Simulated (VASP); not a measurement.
The system is Co.

```
Co
1.0
     2.47200    0.00000    0.00000
    -1.23600    2.14081    0.00000
     0.00000    0.00000    4.02114
Co
2
Direct
  0.33333 0.66667 0.25000
  0.66667 0.33333 0.75000
```

- Program: VASP 6.6.1
- Task: relaxation of cell and atoms
- Functional: PBE
- Potentials or basis: VASP PAW PBE potentials, release 64 (Co)
- Cutoff: 600 eV
- k mesh: 18 × 18 × 10
- Occupations: methfessel-paxton, width 0.1 eV
- Spin: no spin polarisation

At the start: pressure -7.9 GPa; volume 10.64 Å³/atom.

Where does the relaxation end?

Over 10 steps the energy falls by 9.7 meV/atom and the volume is 10.28 Å³/atom (-3.4 %); space group P6_3/mmc (No. 194, to 0.1 Å) before and after.

The path:
| step | energy change (eV) | largest force (eV/Å) | pressure (GPa) | volume (Å³) |
| --- | --- | --- | --- | --- |
| 1 | 0.0000 | 0.0000 | -7.93 | 21.28 |
| 2 | 0.0119 | 0.0000 | 12.09 | 19.70 |
| 3 | -0.0191 | 0.0000 | 0.06 | 20.56 |
| 4 | -0.0191 | 0.0000 | 0.24 | 20.55 |
| 5 | -0.0194 | 0.0000 | 0.08 | 20.56 |
| 6 | -0.0194 | 0.0000 | 0.14 | 20.56 |
| 7 | -0.0194 | 0.0000 | 0.11 | 20.56 |
| 8 | -0.0194 | 0.0000 | 0.15 | 20.56 |
| 9 | -0.0194 | 0.0000 | -0.19 | 20.58 |
| 10 | -0.0194 | 0.0000 | 0.03 | 20.57 |

Final structure:
```
Co
1.0
     2.45150    0.00000    0.00000
    -1.22575    2.12306    0.00000
     0.00000    0.00000    3.95132
Co
2
Direct
  0.33333 0.66667 0.25000
  0.66667 0.33333 0.75000
```

Caveat: the run has no spin polarisation, though such a crystal can be magnetic.
